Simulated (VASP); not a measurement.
# AlN (F-43m) in VASP: a series of runs

AlN is run at these levels: r2SCAN+D4, PBE, r2SCAN+D3(BJ), r2SCAN; tasks: single point.

All numbers are computed with VASP 6.6.1; they aren't measurements. Logs are shortened: lines on timing, memory, paths and dates and some standing lists are left out, and cuts for length are marked.

## Step 1: The cell of the first run

Symmetry: F-43m, No. 216, cubic system. Conventional cell: a = 4.368 Å, b = 4.368 Å, c = 4.368 Å, α = 90.00°, β = 90.00°, γ = 90.00°. Al (site symmetry -43m) has 4 N at 1.89 Å within 2.5 Å. N (site symmetry -43m) has 4 Al at 1.89 Å within 2.5 Å.

## Step 2: Single point, r2SCAN+D4

POSCAR

```
AlN
1.0
    0.0000000000      2.1839935596      2.1839935596
    2.1839935596      0.0000000000      2.1839935596
    2.1839935596      2.1839935596      0.0000000000
Al N
1 1
Direct
    0.0000000000      0.0000000000      0.0000000000
    0.2500000000      0.2500000000      0.2500000000
```

INCAR.step1

```
SYSTEM = AlN
ALGO = Normal ; EDIFF = 1E-4
ENCUT = 520 ; GGA = PE
ISMEAR = -1 ; LASPH = .True.
LCHARG = .False. ; LREAL = .False.
LWAVE = .True. ; NBANDS = 11
NELM = 80 ; PREC = Accurate
SIGMA = 0.05
```

INCAR.step2

```
SYSTEM = AlN
ALGO = Normal ; EDIFF = 1E-6
ENCUT = 520 ; ISIF = 2
ISMEAR = -1 ; ISTART = 1
IVDW = 13 ; LASPH = .True.
LCHARG = .False. ; LMIXTAU = .True.
LREAL = .False. ; LWAVE = .False.
METAGGA = R2SCAN ; NBANDS = 11
NELM = 80 ; PREC = Accurate
SIGMA = 0.05 ; VDW_A1 = 0.51559235
VDW_A2 = 5.77342911 ; VDW_S6 = 1.0
VDW_S8 = 0.6018749
```

KPOINTS

```
k-points
0
Gamma
  10 10 10
  0 0 0
```

Potentials or basis: VASP PAW PBE potentials, release 64 (Al, N).

The run is started by

```sh
$ cat potpaw_PBE.64/Al/POTCAR potpaw_PBE.64/N/POTCAR > POTCAR
$ cp INCAR.step1 INCAR
$ mpirun -np 1 vasp_std > vasp.out
$ cp INCAR.step2 INCAR
$ mpirun -np 1 vasp_std > vasp.out
```

OUTCAR:

```text
SYSTEM = AlN
   EDIFF = 1E-6
   ENCUT = 520
   ISIF = 2
   ISMEAR = -1
   ISTART = 1
   IVDW = 13
   LASPH = .True.
   LREAL = .False.
   METAGGA = R2SCAN
   NELM = 80
   PREC = Accurate

 ion  position               nearest neighbor table
   1  0.000  0.000  0.000-   2 1.89   2 1.89   2 1.89   2 1.89
   2  0.250  0.250  0.250-   1 1.89   1 1.89   1 1.89   1 1.89

  LATTYP: Found a face centered cubic cell.
 ALAT       =     4.3679871192

  Lattice vectors:

 A1 = (   0.0000000000,   2.1839935596,   2.1839935596)
 A2 = (   2.1839935596,   0.0000000000,   2.1839935596)
 A3 = (   2.1839935596,   2.1839935596,   0.0000000000)

Analysis of symmetry for initial positions (statically):
=====================================================================
 Subroutine PRICEL returns:
 Original cell was already a primitive cell.

 Routine SETGRP: Setting up the symmetry group for a
 face centered cubic supercell.

 Subroutine GETGRP returns: Found 24 space group operations
 (whereof 24 operations were pure point group operations)
 out of a pool of 48 trial point group operations.

The static configuration has the point symmetry T_d .

Analysis of symmetry for dynamics (positions and initial velocities):
=====================================================================
 Subroutine PRICEL returns:
 Original cell was already a primitive cell.

 Routine SETGRP: Setting up the symmetry group for a
 face centered cubic supercell.

 Subroutine GETGRP returns: Found 24 space group operations
 (whereof 24 operations were pure point group operations)
 out of a pool of 48 trial point group operations.

The dynamic configuration has the point symmetry T_d .

 Subroutine INISYM returns: Found 24 space group operations
 (whereof 24 operations are pure point group operations),
 and found     1 'primitive' translations

----------------------------------------------------------------------------------------

                                     Primitive cell

  volume of cell :      20.8345

  direct lattice vectors                    reciprocal lattice vectors
     0.000000000  2.183993560  2.183993560    -0.228938404  0.228938404  0.228938404
     2.183993560  0.000000000  2.183993560     0.228938404 -0.228938404  0.228938404
     2.183993560  2.183993560  0.000000000     0.228938404  0.228938404 -0.228938404

  length of vectors
     3.088633312  3.088633312  3.088633312     0.396532948  0.396532948  0.396532948

  position of ions in fractional coordinates (direct lattice)
     0.000000000  0.000000000  0.000000000
     0.250000000  0.250000000  0.250000000

  ion indices of the primitive-cell ions
   primitive index   ion index
                 1           1
                 2           2

----------------------------------------------------------------------------------------

 KPOINTS: k-points

Automatic generation of k-mesh.
 Grid dimensions read from file:
 generate k-points for:   10   10   10

 Generating k-lattice:

  Cartesian coordinates                     Fractional coordinates (reciprocal lattice)
    -0.022893840  0.022893840  0.022893840     0.100000000  0.000000000  0.000000000
     0.022893840 -0.022893840  0.022893840     0.000000000  0.100000000  0.000000000
     0.022893840  0.022893840 -0.022893840     0.000000000  0.000000000  0.100000000

  Length of vectors
     0.039653295  0.039653295  0.039653295

  Shift w.r.t. Gamma in fractional coordinates (k-lattice)
     0.000000000  0.000000000  0.000000000

 Subroutine IBZKPT returns following result:
 ===========================================

 Found     47 irreducible k-points:

 Following reciprocal coordinates:
            Coordinates               Weight
  0.000000  0.000000  0.000000      1.000000
  0.100000  0.000000  0.000000      8.000000
  0.200000  0.000000  0.000000      8.000000
  0.300000  0.000000  0.000000      8.000000
  0.400000  0.000000  0.000000      8.000000
  0.500000  0.000000  0.000000      4.000000
[... 16 lines left out ...]
  0.300000  0.300000  0.000000      6.000000
  0.400000  0.300000  0.000000     24.000000
 [... further k-points ...]
   k-points           NKPTS =     47   k-points in BZ     NKDIM =     47   number of bands    NBANDS=     11
   number of dos      NEDOS =    301   number of ions     NIONS =      2
   total plane-waves  NPLWV =  13824
   dimension x,y,z NGX =    24 NGY =   24 NGZ =   24
   dimension x,y,z NGXF=    48 NGYF=   48 NGZF=   48
   ions per type =               1   1
   NGX,Y,Z   is equivalent  to a cutoff of  12.92, 12.92, 12.92 a.u.
   NGXF,Y,Z  is equivalent  to a cutoff of  25.84, 25.84, 25.84 a.u.
 SYSTEM =  AlN
   PREC   = accura    normal or accurate (medium, high low for compatibility)
   ISTART =      1    job   : 0-new  1-cont  2-samecut
   ICHARG =      0    charge: 1-file 2-atom 10-const
   ISPIN  =      1    spin polarized calculation?
   LNONCOLLINEAR =      F non collinear calculations
   LSORBIT =      F    spin-orbit coupling
   LASPH  =      T    aspherical Exc in radial PAW
   ENCUT  =  520.0 eV  38.22 Ry    6.18 a.u.   5.74  5.74  5.74*2*pi/ulx,y,z
   NELM   =     80;   NELMIN=  2; NELMDL=  0     # of ELM steps
   EDIFF  = 0.1E-05   stopping-criterion for ELM
   LREAL  =      F    real-space projection
   EDIFFG = 0.1E-04   stopping-criterion for IOM
   NSW    =      0    number of steps for IOM
   IBRION =     -1    ionic relax: 0-MD 1-quasi-New 2-CG
   NFREE  =      0    steps in history (QN), initial steepest desc. (CG)
   ISIF   =      2    stress and relaxation
   ISYM   =      2    0-nonsym 1-usesym 2-fastsym
   POTIM  = 0.5000    time-step for ionic-motion
   TEBEG  =    0.0;   TEEND  =   0.0 temperature during run
   PSTRESS=    0.0 pullay stress
   NELECT =       8.0000    total number of electrons
   NUPDOWN=      -1.0000    fix difference up-down
   EMIN   =  10.00;   EMAX   =-10.00  energy-range for DOS
   EFERMI =   0.00;   METHOD = LEGACY
   ISMEAR =    -1;   SIGMA  =   0.05  broadening in eV -4-tet -1-fermi 0-gaus
   EFERMI_NEDOS =   21; number of points for ismear=-14 and -15
   IALGO  =     38    algorithm
   IMIX   =      4    mixing-type and parameters
     AMIX     =   0.40;   BMIX     =  1.00
     AMIX_MAG =   1.60;   BMIX_MAG =  1.00
  volume/ion in A,a.u.               =      10.42        70.30
  Fermi-wavevector in a.u.,A,eV,Ry     =   1.189899  2.248583 19.263943  1.415860
  Thomas-Fermi vector in A             =   2.325996
   LORBIT       =      0    0 simple, 1 ext, 2 COOP (PROOUT), +10 PAW based schemes
   METAGGA = R2SCAN    functional components
   LHFCALC =     F    Hartree Fock is set to
   AEXX    =    0.0000 exact exchange contribution
   IVDW    =    13    specifies the selected vdW correction
   LEPSILON=     F    determine dielectric tensor
   LRPA    =     F    only Hartree local field effects (RPA)
 non-spin polarized calculation
  energy-cutoff  :      520.00
  volume of cell :       20.83
 maximum number of plane-waves:       571
   NGX = 11   NGY = 11   NGZ = 11

 number of electron       8.0000000 magnetization

 Free energy of the ion-electron system (eV)
  ---------------------------------------------------
  ext. energy  EPLUGINS =         0.00000000
  ---------------------------------------------------
  free energy    TOTEN  =       -19.17972444 eV

  energy without entropy =      -19.17972444  energy(sigma->0) =      -19.17972444

 E-fermi :   6.8096     XC(G=0): -11.4184

 val. band max:        5.6930362277   @ k =   0.0000   0.0000   0.0000
 cond. band min:       9.6278500348   @ k =   0.5000   0.5000   0.0000
 fundamental gap:      3.9348138071
 Fermi energy:         6.8096093623

 k-point     1 :       0.0000    0.0000    0.0000
  band No.  band energies     occupation
      1     -10.0486      2.00000
      2       5.6930      2.00000
      3       5.6930      2.00000
      4       5.6930      2.00000
      5      10.5855      0.00000
      6      19.2144      0.00000
      7      19.2144      0.00000
      8      19.2144      0.00000
      9      24.2274      0.00000
     10      24.2274      0.00000
     11      25.9400      0.00000

 k-point     2 :       0.1000    0.0000    0.0000
  band No.  band energies     occupation
      1      -9.9020      2.00000
      2       4.8924      2.00000
      3       5.6411      2.00000
      4       5.6411      2.00000
      5      11.2444      0.00000
      6      18.8354      0.00000
      7      19.3549      0.00000
      8      19.3549      0.00000
      9      23.0001      0.00000
     10      23.0001      0.00000
     11      25.1371      0.00000

 k-point     3 :       0.2000    0.0000    0.0000
  band No.  band energies     occupation
      1      -9.4862      2.00000
      2       3.2688      2.00000
      3       5.5111      2.00000
      4       5.5111      2.00000
      5      12.4105      0.00000
      6      18.0444      0.00000
      7      19.2462      0.00000
      8      19.2462      0.00000
      9      22.5068      0.00000
     10      22.5068      0.00000
     11      24.2618      0.00000

 k-point     4 :       0.3000    0.0000    0.0000
  band No.  band energies     occupation
      1      -8.8877      2.00000
      2       1.5963      2.00000
      3       5.3616      2.00000
      4       5.3616      2.00000
      5      13.3062      0.00000
      6      17.2820      0.00000
      7      18.5084      0.00000
      8      18.5084      0.00000
      9      23.6848      0.00000
     10      23.6848      0.00000
     11      24.1183      0.00000
[... 239 lines left out ...]
 k-point    22 :      -0.2000    0.2000    0.0000
  band No.  band energies     occupation
      1      -8.6905      2.00000
      2       1.9053      2.00000
      3       3.9911      2.00000
      4       5.4382      2.00000
      5      14.0574      0.00000
      6      16.5078      0.00000
      7      18.0845      0.00000
      8      19.0349      0.00000
      9      21.6475      0.00000
     10      25.3778      0.00000
     11      28.2045      0.00000

 k-point    23 :       0.3000    0.3000    0.0000
  band No.  band energies     occupation
      1      -8.5129      2.00000
      2       2.1438      2.00000
      3       4.4329      2.00000
      4       4.4329      2.00000
      5      11.7008      0.00000
      6      16.2857      0.00000
      7      18.5573      0.00000
      8      21.3103      0.00000
      9      21.3103      0.00000
     10      27.0706      0.00000
     11      30.7830      0.00000

 k-point    24 :       0.4000    0.3000    0.0000
  band No.  band energies     occupation
      1      -8.0607      2.00000
      2       1.5011      2.00000
      3       3.9737      2.00000
      4       4.2661      2.00000
      5      11.2666      0.00000
      6      16.1137      0.00000
      7      18.9941      0.00000
      8      21.3791      0.00000
      9      21.9511      0.00000
     10      28.1418      0.00000
     11      30.5612      0.00000

 [... further k-points ...]

------------------------ aborting loop because EDIFF is reached ----------------------------------------

  DFT-D4 for vdW energy calculation

  Edisp (eV):   -0.23014

  FORCE on cell =-STRESS in cart. coord.  units (eV):
  Direction    XX          YY          ZZ          XY          YZ          ZX
  --------------------------------------------------------------------------------------
  -------------------------------------------------------------------------------------
  Total      -0.23594    -0.23594    -0.23594     0.00000    -0.00000     0.00000
  in kB     -18.14396   -18.14396   -18.14396     0.00000    -0.00000     0.00000
  external pressure =      -18.14 kB  Pullay stress =        0.00 kB

 VOLUME and BASIS-vectors are now :
 -----------------------------------------------------------------------------
  energy-cutoff  :      520.00
  volume of cell :       20.83
      direct lattice vectors                 reciprocal lattice vectors
     0.000000000  2.183993560  2.183993560    -0.228938404  0.228938404  0.228938404
     2.183993560  0.000000000  2.183993560     0.228938404 -0.228938404  0.228938404
     2.183993560  2.183993560  0.000000000     0.228938404  0.228938404 -0.228938404

 POSITION                                       TOTAL-FORCE (eV/Angst)
 -----------------------------------------------------------------------------------
      0.00000      0.00000      0.00000        -0.000000     -0.000000     -0.000000
      1.09200      1.09200      1.09200         0.000000      0.000000      0.000000
 -----------------------------------------------------------------------------------
    total drift:                               -0.000000     -0.000000     -0.000001

  FREE ENERGIE OF THE ION-ELECTRON SYSTEM (eV)
  ---------------------------------------------------
  free  energy   TOTEN  =       -19.4098651003 eV

  energy  without entropy=      -19.4098651002  energy(sigma->0) =      -19.40986510
```

Run time: 59 s. Hardware: 1 thread of AMD EPYC 7R43 (Zen 3), shared host; peak memory 0.11 GiB.

What came out:

- Free energy: -19.4099 eV
- Pressure: -1.8 GPa
- Band gap on the k mesh: 3.93 eV, indirect (least direct gap 4.89 eV)
- Dispersion energy per atom: -0.115 eV

Caveat: the PAW data sets were made with another functional, which shifts forces and pressure a little.

## Step 3: Single point, PBE

INCAR

```
SYSTEM = AlN
PREC = Accurate ; ENCUT = 520
EDIFF = 1E-6 ; ISMEAR = 0
SIGMA = 0.05 ; LREAL = .False.
LASPH = .True. ; NELM = 60
ALGO = Normal ; ISIF = 2
LWAVE = .False. ; LCHARG = .False.
GGA = PE ; NBANDS = 11
```

KPOINTS

```
regular mesh
0
Gamma
  10 10 10
  0 0 0
```

POSCAR is that of step 2.

Potentials or basis: VASP PAW PBE potentials, release 64 (Al, N).

The run is started by

```sh
$ cat potpaw_PBE.64/Al/POTCAR potpaw_PBE.64/N/POTCAR > POTCAR
$ mpirun -np 1 vasp_std > vasp.out
```

It took 9.7 s on 1 thread of Intel Xeon Platinum 8259CL at 2.50GHz (Skylake/Cascade Lake), shared host; peak memory 0.13 GiB.

The run converged. Its results:

```
Free energy            : -14.8404 eV
Pressure               : 4.6 GPa
Band gap on the k mesh : 3.32 eV, indirect (least direct gap 4.20 eV)
```

Levels at points of the mesh, in eV from the valence-band top:
```
           k point  band 1  band 2  band 3  band 4  band 5  band 6  band 7  band 8
(0.00, 0.00, 0.00)  -14.98    0.00    0.00    0.00    4.20   12.56   12.56   12.56
(0.50, 0.00, 0.00)  -12.93   -5.85   -0.48   -0.48    7.38    9.86   11.15   11.15
(0.50, 0.50, 0.00)  -12.30   -4.90   -1.77   -1.77    3.32    8.62   13.96   15.73
```

A k mesh can miss the band edges.

## Step 4: Single point, r2SCAN+D3(BJ)

POSCAR is that of step 3.

INCAR.step1

```
SYSTEM = AlN
ALGO = Normal
EDIFF = 1E-4
ENCUT = 520
GGA = PE
ISMEAR = 0
LASPH = .True.
LCHARG = .False.
LREAL = .False.
LWAVE = .True.
NBANDS = 11
NELM = 80
PREC = Accurate
SIGMA = 0.1
```

INCAR.step2

```
SYSTEM = AlN
ALGO = Normal
EDIFF = 1E-7
ENCUT = 520
ISIF = 2
ISMEAR = 0
ISTART = 1
IVDW = 12
LASPH = .True.
LCHARG = .False.
LMIXTAU = .True.
LREAL = .False.
LWAVE = .False.
METAGGA = R2SCAN
NBANDS = 11
NELM = 80
PREC = Accurate
SIGMA = 0.1
VDW_A1 = 0.49484001
VDW_A2 = 5.73083694
VDW_S6 = 1.0
VDW_S8 = 0.78981345
```

KPOINTS

```
k-points
0
Gamma
  10 10 10
  0 0 0
```

The run is started by

```sh
$ cat potpaw_PBE.64/Al/POTCAR potpaw_PBE.64/N/POTCAR > POTCAR
$ cp INCAR.step1 INCAR
$ mpirun -np 1 vasp_std > vasp.out
$ cp INCAR.step2 INCAR
$ mpirun -np 1 vasp_std > vasp.out
```

It took 43 s on 1 thread of Intel Xeon Platinum 8259CL at 2.50GHz (Skylake/Cascade Lake), shared host; peak memory 0.15 GiB.

It converged, with:

| Property | Result |
| --- | --- |
| Free energy | -19.4333 eV |
| Pressure | -2.1 GPa |
| Band gap on the k mesh | 3.93 eV, indirect (least direct gap 4.89 eV) |
| Dispersion energy per atom | -0.127 eV |

Levels at points of the mesh, in eV from the valence-band top:
```
           k point  band 1  band 2  band 3  band 4  band 5  band 6  band 7  band 8
(0.00, 0.00, 0.00)  -15.74    0.00    0.00    0.00    4.89   13.52   13.52   13.52
(0.50, 0.00, 0.00)  -13.73   -5.90   -0.49   -0.49    8.21   10.83   11.94   11.94
(0.50, 0.50, 0.00)  -13.10   -4.95   -1.81   -1.81    3.93    9.48   15.20   16.96
```

Caveat: the PAW data sets were made with another functional, which shifts forces and pressure a little.

(Part 1 of 2 ends here.)
